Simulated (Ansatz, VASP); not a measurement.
Ta2C in VASP and in Ansatz

```
Ta C
1.0
     3.13210    0.00000    0.00000
    -1.56605    2.71248    0.00000
     0.00000    0.00000    4.97475
Ta C
2 1
Direct
  0.33333 0.66667 0.25228
  0.66667 0.33333 0.74772
  0.00000 0.00000 0.00000
```

Alike in both runs: functional r2SCAN; k mesh 12 × 12 × 7; occupations fermi-dirac, width 0.1 eV; no spin polarisation.

Ansatz relaxed the structure, and its values are those at the end. VASP's run is a single point on that final structure, the one shown.

```csv
,VASP,Ansatz
version,VASP 6.6.1,Ansatz 0.2.0
potentials or method,"VASP PAW PBE potentials, release 64 (Ta_pv, C), cutoff 520 eV",PAW plane waves
valence electrons in the cell,26,30
```

|  | VASP | Ansatz | Ansatz less VASP |
| --- | --- | --- | --- |
| pressure (GPa) | -4.5 | -5.1 | -0.63 |
| rms of the force components (eV/Å) | 0.016 | 0.000 | -0.0156 |

VASP's potentials were made for PBE, not for r2SCAN. With one functional, cell and mesh, what is left measures potentials, basis and numerics. VASP's potentials hold 26 valence electrons a cell and Ansatz's 30, so a difference there can come from the potentials and not from the codes. Ansatz's warnings: stress scf threshold loose.

Neither program's run includes spin-orbit coupling.
